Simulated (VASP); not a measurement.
Os, 1 atom in the cell. Symmetry: Fm-3m, No. 225, cubic system. Conventional cell: a = 3.822 Å, b = 3.822 Å, c = 3.822 Å, α = 90.00°, β = 90.00°, γ = 90.00°. Within 3.6 Å of Os (site symmetry m-3m) lie 12 Os at 2.70 Å. 

- Program: VASP 6.6.1
- Task: single point
- Functional: PBEsol
- Potentials or basis: VASP PAW PBE potentials, release 64 (Os)
- Cutoff: 520 eV
- k mesh: 16 × 16 × 16
- Occupations: fermi-dirac, width 0.1 eV
- Spin: no spin polarisation
- Dipole correction: no
- Further INCAR settings: ALGO = Normal; EDIFF = 1e-06; NBANDS = 10

Potentials or basis: VASP PAW PBE potentials, release 64 (Os).

The run is started by

```bash
$ cat potpaw_PBE.64/Os/POTCAR > POTCAR
$ mpirun -np 1 vasp_std > vasp.out
```

Hardware: 1 thread of Intel(R) Xeon(R) 6975P-C (Granite Rapids), on a shared host.

Problem. Estimate the wall time of this run.

Solution. Run time: 8.4 s on 1 thread of Intel(R) Xeon(R) 6975P-C (Granite Rapids), on a shared host, peak memory 0.13 GiB. Counts: scf iterations 12, k points 145.
